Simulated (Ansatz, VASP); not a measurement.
# Ag in VASP and in Ansatz

The input INCAR:

```
ALGO = Fast
EDIFF = 1E-6
ENCUT = 520
GGA = PS
ISIF = 2
ISMEAR = 0
LASPH = T
LCHARG = F
LREAL = F
LWAVE = F
NBANDS = 12
NELM = 80
PREC = Accurate
SIGMA = 0.15
```

File KPOINTS:

```
k-points
0
Gamma
  20 20 20
```

POSCAR

```
Ag
1.0
    0.0000000000      1.9920225000      2.0431000000
    1.9920225000      0.0000000000      2.0431000000
    1.9920225000      1.9920225000      0.0000000000
Ag
1
Direct
    0.0000000000      0.0000000000      0.0000000000
```

Input for Ansatz:

```yaml
crystal:
  lattice:
    - [0.0, 1.9920225, 2.0431]
    - [1.9920225, 0.0, 2.0431]
    - [1.9920225, 1.9920225, 0.0]
  atoms:
    - { symbol: Ag, position: [0.0, 0.0, 0.0] }
basis:
  ecutwfc: 420
kpoints:
  mp_grid: { grid: [20, 20, 20] }
hamiltonian:
  xc: pbesol
scf:
  occupations: { method: gaussian, width: 0.15 }
output:
  forces: true
  stress: true
  eigenvalues: true
  write_density: true
  write_potential: true
  elf: true
  volumetric_format: npy
```

Change from the starting cell: strain -0.025 along x and y, +0.000 along z, atoms carried along.

Alike in both runs: task single point; functional PBEsol; k mesh 20 × 20 × 20; occupations gaussian, width 0.15 eV; no spin polarisation.

|  | VASP | Ansatz |
| --- | --- | --- |
| version | VASP 6.6.1 | Ansatz 0.2.0 |
| potentials or method | VASP PAW PBE potentials, release 64 (Ag), cutoff 520 eV | scalar-relativistic, plane waves, PAW |
| valence electrons in the cell | 11 | 19 |

|  | VASP | Ansatz | Ansatz less VASP |
| --- | --- | --- | --- |
| gap on the k mesh at the Fermi level (eV) | none | none | - |
| pressure (GPa) | 3.4 | 3.5 | +0.13 |
| traceless stress, the component that is largest in VASP (GPa) | -0.87 | -0.87 | -0.006 |

VASP's potentials were made for PBE, not for PBEsol. A gap of «none» marks a metal or a gap that the smearing closes. VASP's potentials hold 11 valence electrons a cell and Ansatz's 19, so a difference there can come from the potentials and not from the codes.
